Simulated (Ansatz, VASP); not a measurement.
## Ba3Rh in VASP and in Ansatz

Contents of INCAR:

```
SYSTEM = Ba3Rh
  PREC = Accurate
  ENCUT = 620
  EDIFF = 1E-7
  ISMEAR = 0
  SIGMA = 0.1
  LREAL = .FALSE.
  LASPH = .TRUE.
  NELM = 120
  ALGO = Normal
  ISIF = 3
  LWAVE = .FALSE.
  LCHARG = .FALSE.
  GGA = PE
  IBRION = 2
  NSW = 100
  EDIFFG = -0.01
  GGA_COMPAT = .FALSE.
  NELMIN = 4
```

KPOINTS

```
Automatic mesh
0
G
  10 10 10
  0 0 0
```

POSCAR

```
Ba3Rh
1.0
    5.2814484053      0.0000000000      0.0000000000
    0.0000000000      5.2814484053      0.0000000000
    0.0000000000      0.0000000000      5.2814484053
Ba Rh
3 1
Direct
    0.0000000000      0.5000000000      0.5000000000
    0.5000000000      0.0000000000      0.5000000000
    0.5000000000      0.5000000000      0.0000000000
    0.0000000000      0.0000000000      0.0000000000
```

Input for Ansatz:

```yaml
crystal:
  lattice:
    - [5.2814484053, 0.0, 0.0]
    - [0.0, 5.2814484053, 0.0]
    - [0.0, 0.0, 5.2814484053]
  atoms:
    - { symbol: Ba, position: [0.0, 0.5, 0.5] }
    - { symbol: Ba, position: [0.5, 0.0, 0.5] }
    - { symbol: Ba, position: [0.5, 0.5, 0.0] }
    - { symbol: Rh, position: [0.0, 0.0, 0.0] }
basis:
  ecutwfc: 420
kpoints:
  mp_grid: { grid: [10, 10, 10] }
hamiltonian:
  xc: pbe
scf:
  occupations: { method: gaussian, width: 0.1 }
output:
  forces: true
  stress: true
  eigenvalues: true
relax:
  adjacent_minimum: "off"
  f_tol: 0.01
  max_steps: 80
  cell: { stress_tol: 0.05 }
```

Alike in both runs: task relaxation of cell and atoms; functional PBE; k mesh 10 × 10 × 10; occupations gaussian, width 0.1 eV; no spin polarisation.

|  | VASP | Ansatz |
| --- | --- | --- |
| version | VASP 6.6.1 | Ansatz 0.2.0 |
| potentials or method | VASP PAW PBE potentials, release 64 (Ba_sv, Rh_sv_GW), cutoff 620 eV | scalar-relativistic, plane waves, PAW |
| valence electrons in the cell | 47 | 47 |

```csv
,VASP,Ansatz,Ansatz less VASP
"gap on the k mesh at the Fermi level, each at its own relaxed structure (eV)",none,none,-
relaxed volume (Å³/atom),37.85,36.78,-1.075
relaxed length of the cell vector where the two differ most in proportion (Å),5.330,5.279,-0.0510
```

A gap of «none» marks a metal or a gap that the smearing closes.

Spin-orbit coupling is off throughout.
